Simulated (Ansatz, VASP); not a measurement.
One calculation of CdTe4, two programs

```
Cd Te
1.0
     4.45228    0.00000    0.00000
     0.00000    4.45228    0.00000
     0.00000    0.00000    8.81689
Cd Te
1 4
Direct
  0.00000 0.00000 0.00000
  0.00000 0.50000 0.73852
  0.50000 0.00000 0.73852
  0.00000 0.50000 0.26148
  0.50000 0.00000 0.26148
```

Alike in both runs: functional PBE; k mesh 4 × 4 × 4; occupations gaussian, width 0.1 eV; no spin polarisation.

Ansatz relaxed the structure, and its values are those at the end. VASP's run is a single point on that final structure, the one shown.

|  | VASP | Ansatz |
| --- | --- | --- |
| version | VASP 6.6.1 | Ansatz 0.2.0 |
| potentials or method | VASP PAW PBE potentials, release 64 (Cd, Te), cutoff 520 eV | scalar-relativistic, plane waves, PAW |
| valence electrons in the cell | 36 | 84 |

```tsv
	VASP	Ansatz	Ansatz less VASP
gap on the k mesh at the Fermi level (eV)	none	none	-
pressure (GPa)	0.1	0.1	-0.03
rms of the force components (eV/Å)	0.006	0.011	+0.0046
```

A gap of «none» marks a metal or a gap that the smearing closes. VASP's potentials hold 36 valence electrons a cell and Ansatz's 84, so a difference there can come from the potentials and not from the codes.

Neither program's run includes spin-orbit coupling.
